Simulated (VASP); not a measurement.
# Al2Cu in VASP: a series of runs

Al2Cu is run at these levels: PBE; tasks: single point.

Program: VASP 6.6.1. These are calculated values, not measurements. Logs are shortened: lines on timing, memory, paths and dates and some standing lists are left out, and cuts for length are marked.

### 1 The cell of the first run

The structure is tetragonal, space group P4/mmm (No. 123). The conventional cell has a = 3.956 Å, b = 3.956 Å, c = 2.885 Å, α = 90.00°, β = 90.00°, γ = 90.00°. Within 3.2 Å of Al (site symmetry mmm) lie 4 Cu at 2.45 Å and 6 Al at 2.80 to 2.88 Å. Within 3.2 Å of Cu (site symmetry 4/mmm) lie 8 Al at 2.45 Å and 2 Cu at 2.88 Å.

### 2 Single point, PBE

The input, INCAR:

```
  PREC = Accurate
  ENCUT = 520
  EDIFF = 1E-6
  ISMEAR = 0
  SIGMA = 0.15
  LREAL = False
  LASPH = True
  NELM = 100
  ALGO = Fast
  ISIF = 2
  LWAVE = False
  LCHARG = False
  GGA = PE
  NBANDS = 16
```

The input, KPOINTS:

```
regular mesh
0
Gamma
  10 10 14
```

The input, POSCAR:

```
Al2Cu
1.0
    3.9563161217      0.0000000000      0.0000000000
    0.0000000000      3.9563161217      0.0000000000
    0.0000000000      0.0000000000      2.8847334069
Al Cu
2 1
Direct
    0.5000000000      0.0000000000      0.5000000000
    0.0000000000      0.5000000000      0.5000000000
    0.0000000000      0.0000000000      0.0000000000
```

Potentials or basis: VASP PAW PBE potentials, release 64 (Al, Cu).

Launch:

```console
$ cat potpaw_PBE.64/Al/POTCAR potpaw_PBE.64/Cu/POTCAR > POTCAR
$ mpirun -np 1 vasp_std > vasp.out
```

OUTCAR:

```text
PREC = Accurate
   ENCUT = 520
   EDIFF = 1E-6
   ISMEAR = 0
   LREAL = False
   LASPH = True
   NELM = 100
   ISIF = 2
   GGA = PE

 ion  position               nearest neighbor table
   1  0.500  0.000  0.500-   3 2.45   3 2.45   3 2.45   3 2.45   2 2.80   2 2.80   2 2.80   2 2.80

   2  0.000  0.500  0.500-   3 2.45   3 2.45   3 2.45   3 2.45   1 2.80   1 2.80   1 2.80   1 2.80

   3  0.000  0.000  0.000-   1 2.45   2 2.45   1 2.45   2 2.45   2 2.45   2 2.45   1 2.45   1 2.45

  LATTYP: Found a simple tetragonal cell.
 ALAT       =     3.9563161217
 C/A-ratio  =     0.7291463367

  Lattice vectors:

 A1 = (   3.9563161217,   0.0000000000,   0.0000000000)
 A2 = (   0.0000000000,   3.9563161217,   0.0000000000)
 A3 = (   0.0000000000,   0.0000000000,   2.8847334069)

Analysis of symmetry for initial positions (statically):
=====================================================================
 Subroutine PRICEL returns:
 Original cell was already a primitive cell.

 Routine SETGRP: Setting up the symmetry group for a
 simple tetragonal supercell.

 Subroutine GETGRP returns: Found 16 space group operations
 (whereof 16 operations were pure point group operations)
 out of a pool of 16 trial point group operations.

The static configuration has the point symmetry D_4h.

Analysis of symmetry for dynamics (positions and initial velocities):
=====================================================================
 Subroutine PRICEL returns:
 Original cell was already a primitive cell.

 Routine SETGRP: Setting up the symmetry group for a
 simple tetragonal supercell.

 Subroutine GETGRP returns: Found 16 space group operations
 (whereof 16 operations were pure point group operations)
 out of a pool of 16 trial point group operations.

The dynamic configuration has the point symmetry D_4h.

 Subroutine INISYM returns: Found 16 space group operations
 (whereof 16 operations are pure point group operations),
 and found     1 'primitive' translations

----------------------------------------------------------------------------------------

                                     Primitive cell

  volume of cell :      45.1531

  direct lattice vectors                    reciprocal lattice vectors
     3.956316122  0.000000000  0.000000000     0.252760389  0.000000000  0.000000000
     0.000000000  3.956316122  0.000000000     0.000000000  0.252760389  0.000000000
     0.000000000  0.000000000  2.884733407     0.000000000  0.000000000  0.346652484

  length of vectors
     3.956316122  3.956316122  2.884733407     0.252760389  0.252760389  0.346652484

  position of ions in fractional coordinates (direct lattice)
     0.500000000  0.000000000  0.500000000
     0.000000000  0.500000000  0.500000000
     0.000000000  0.000000000  0.000000000

  ion indices of the primitive-cell ions
   primitive index   ion index
                 1           1
                 2           2
                 3           3

----------------------------------------------------------------------------------------

 KPOINTS: regular mesh

Automatic generation of k-mesh.
 Grid dimensions read from file:
 generate k-points for:   10   10   14

 Generating k-lattice:

  Cartesian coordinates                     Fractional coordinates (reciprocal lattice)
     0.025276039  0.000000000  0.000000000     0.100000000  0.000000000  0.000000000
     0.000000000  0.025276039  0.000000000     0.000000000  0.100000000  0.000000000
     0.000000000  0.000000000  0.024760892     0.000000000  0.000000000  0.071428571

  Length of vectors
     0.025276039  0.025276039  0.024760892

  Shift w.r.t. Gamma in fractional coordinates (k-lattice)
     0.000000000  0.000000000  0.000000000

 Subroutine IBZKPT returns following result:
 ===========================================

 Found    168 irreducible k-points:

 Following reciprocal coordinates:
            Coordinates               Weight
  0.000000  0.000000  0.000000      1.000000
  0.100000  0.000000  0.000000      4.000000
  0.200000  0.000000  0.000000      4.000000
  0.300000  0.000000  0.000000      4.000000
  0.400000  0.000000  0.000000      4.000000
  0.500000  0.000000  0.000000      2.000000
[... 16 lines left out ...]
  0.100000  0.000000  0.071429      8.000000
  0.200000  0.000000  0.071429      8.000000
 [... further k-points ...]
   k-points           NKPTS =    168   k-points in BZ     NKDIM =    168   number of bands    NBANDS=     16
   number of dos      NEDOS =    301   number of ions     NIONS =      3
   total plane-waves  NPLWV =  21600
   dimension x,y,z NGX =    30 NGY =   30 NGZ =   24
   dimension x,y,z NGXF=    60 NGYF=   60 NGZF=   48
   ions per type =               2   1
   NGX,Y,Z   is equivalent  to a cutoff of  12.61, 12.61, 13.83 a.u.
   NGXF,Y,Z  is equivalent  to a cutoff of  25.21, 25.21, 27.66 a.u.
 SYSTEM =  unknown system
   PREC   = accura    normal or accurate (medium, high low for compatibility)
   ISTART =      0    job   : 0-new  1-cont  2-samecut
   ICHARG =      2    charge: 1-file 2-atom 10-const
   ISPIN  =      1    spin polarized calculation?
   LNONCOLLINEAR =      F non collinear calculations
   LSORBIT =      F    spin-orbit coupling
   LASPH  =      T    aspherical Exc in radial PAW
   ENCUT  =  520.0 eV  38.22 Ry    6.18 a.u.   7.36  7.36  5.36*2*pi/ulx,y,z
   NELM   =    100;   NELMIN=  2; NELMDL= -5     # of ELM steps
   EDIFF  = 0.1E-05   stopping-criterion for ELM
   LREAL  =      F    real-space projection
   EDIFFG = 0.1E-04   stopping-criterion for IOM
   NSW    =      0    number of steps for IOM
   IBRION =     -1    ionic relax: 0-MD 1-quasi-New 2-CG
   NFREE  =      0    steps in history (QN), initial steepest desc. (CG)
   ISIF   =      2    stress and relaxation
   ISYM   =      2    0-nonsym 1-usesym 2-fastsym
   POTIM  = 0.5000    time-step for ionic-motion
   TEBEG  =    0.0;   TEEND  =   0.0 temperature during run
   PSTRESS=    0.0 pullay stress
   NELECT =      17.0000    total number of electrons
   NUPDOWN=      -1.0000    fix difference up-down
   EMIN   =  10.00;   EMAX   =-10.00  energy-range for DOS
   EFERMI =   0.00;   METHOD = LEGACY
   ISMEAR =     0;   SIGMA  =   0.15  broadening in eV -4-tet -1-fermi 0-gaus
   EFERMI_NEDOS =   21; number of points for ismear=-14 and -15
   IALGO  =     68    algorithm
   IMIX   =      4    mixing-type and parameters
     AMIX     =   0.40;   BMIX     =  1.00
     AMIX_MAG =   1.60;   BMIX_MAG =  1.00
  volume/ion in A,a.u.               =      15.05       101.57
  Fermi-wavevector in a.u.,A,eV,Ry     =   1.182121  2.233885 19.012917  1.397410
  Thomas-Fermi vector in A             =   2.318381
   LORBIT       =      0    0 simple, 1 ext, 2 COOP (PROOUT), +10 PAW based schemes
   GGA     = PE    functional components
   LHFCALC =     F    Hartree Fock is set to
   AEXX    =    0.0000 exact exchange contribution
   IVDW    =     0    specifies the selected vdW correction
   LEPSILON=     F    determine dielectric tensor
   LRPA    =     F    only Hartree local field effects (RPA)
 non-spin polarized calculation
 RMM-DIIS sequential band-by-band and
 Gauss-broadening in eV      SIGMA  =   0.15
  energy-cutoff  :      520.00
  volume of cell :       45.15
 maximum number of plane-waves:      1238
 NGX is ok and might be reduce to    30
   NGX = 15   NGY = 15   NGZ = 11

 number of electron      17.0000018 magnetization

 Free energy of the ion-electron system (eV)
  ---------------------------------------------------
  ext. energy  EPLUGINS =         0.00000000
  ---------------------------------------------------
  free energy    TOTEN  =       -11.17865138 eV

  energy without entropy =      -11.16916979  energy(sigma->0) =      -11.17391059

 E-fermi :   7.8613     XC(G=0): -10.7072

 val. band max:        7.8238992029   @ k =   0.4000   0.2000   0.2857
 cond. band min:       7.8860561596   @ k =   0.2000   0.2000   0.5000
 fundamental gap:      0.0621569567
 Fermi energy:         7.8612514313

 k-point     1 :       0.0000    0.0000    0.0000
  band No.  band energies     occupation
      1      -3.0842      2.00000
      2       2.3228      2.00000
      3       2.7144      2.00000
      4       3.4613      2.00000
      5       3.5921      2.00000
      6       3.5921      2.00000
[... 8 lines left out ...]
     15      15.3501      0.00000
     16      20.7111      0.00000

 k-point     2 :       0.1000    0.0000    0.0000
  band No.  band energies     occupation
      1      -2.9931      2.00000
      2       2.2814      2.00000
      3       2.6957      2.00000
      4       3.4338      2.00000
      5       3.5880      2.00000
      6       3.5928      2.00000
[... 8 lines left out ...]
     15      16.8958      0.00000
     16      20.2778      0.00000

 k-point     3 :       0.2000    0.0000    0.0000
  band No.  band energies     occupation
      1      -2.7235      2.00000
      2       2.0272      2.00000
      3       2.6614      2.00000
      4       3.3686      2.00000
      5       3.5771      2.00000
      6       3.5945      2.00000
[... 8 lines left out ...]
     15      18.7994      0.00000
     16      19.3297      0.00000

 k-point     4 :       0.3000    0.0000    0.0000
  band No.  band energies     occupation
      1      -2.2909      2.00000
      2       1.3464      2.00000
      3       2.6612      2.00000
      4       3.2986      2.00000
      5       3.5638      2.00000
      6       3.5919      2.00000
[... 8 lines left out ...]
     15      18.2941      0.00000
     16      20.5572      0.00000
[... 324 lines left out ...]
 k-point    22 :       0.0000    0.0000    0.0714
  band No.  band energies     occupation
      1      -2.9911      2.00000
      2       2.3505      2.00000
      3       2.7481      2.00000
      4       3.4701      2.00000
      5       3.5049      2.00000
      6       3.5049      2.00000
[... 8 lines left out ...]
     15      16.3163      0.00000
     16      19.9300      0.00000

 k-point    23 :       0.1000    0.0000    0.0714
  band No.  band energies     occupation
      1      -2.9001      2.00000
      2       2.3098      2.00000
      3       2.7303      2.00000
      4       3.4382      2.00000
      5       3.4948      2.00000
      6       3.5137      2.00000
[... 8 lines left out ...]
     15      16.9533      0.00000
     16      19.2348      0.00000

 k-point    24 :       0.2000    0.0000    0.0714
  band No.  band energies     occupation
      1      -2.6309      2.00000
      2       2.0639      2.00000
      3       2.6956      2.00000
      4       3.3748      2.00000
      5       3.4663      2.00000
      6       3.5218      2.00000
[... 8 lines left out ...]
     15      18.1739      0.00000
     16      18.8481      0.00000

 [... further k-points ...]
[... 5 lines left out ...]
  --------------------------------------------------------------------------------------
  -------------------------------------------------------------------------------------
  Total        3.0568585      3.0568585      1.6487459      0.0000000      0.0000000      0.0000000
  in kB      108.4671595    108.4671595     58.5027988      0.0000000      0.0000000      0.0000000
  external PRESSURE =      91.8123726 kB  Pullay stress =       0.0000000 kB

 VOLUME and BASIS-vectors are now :
 -----------------------------------------------------------------------------
  energy-cutoff  :      520.00
  volume of cell :       45.15
      direct lattice vectors                 reciprocal lattice vectors
     3.956316122  0.000000000  0.000000000     0.252760389  0.000000000  0.000000000
     0.000000000  3.956316122  0.000000000     0.000000000  0.252760389  0.000000000
     0.000000000  0.000000000  2.884733407     0.000000000  0.000000000  0.346652484

 POSITION                                       TOTAL-FORCE (eV/Angst)
 -----------------------------------------------------------------------------------
      1.97816      0.00000      1.44237         0.000000      0.000000      0.000000
      0.00000      1.97816      1.44237         0.000000      0.000000      0.000000
      0.00000      0.00000      0.00000         0.000000      0.000000      0.000000
 -----------------------------------------------------------------------------------
    total drift:                                0.000000      0.000000      0.000000

  FREE ENERGIE OF THE ION-ELECTRON SYSTEM (eV)
  ---------------------------------------------------
  free  energy   TOTEN  =       -11.1786513824 eV

  energy  without entropy=      -11.1691697917  energy(sigma->0) =      -11.17391059
```

It took 1.8 min on 1 thread of Intel Xeon Platinum 8559C (Emerald Rapids), shared host; peak memory 0.24 GiB.

Results:

```
Free energy : -11.1787 eV
Pressure    : 9.2 GPa
```

(Continued in part 2 of 2.)
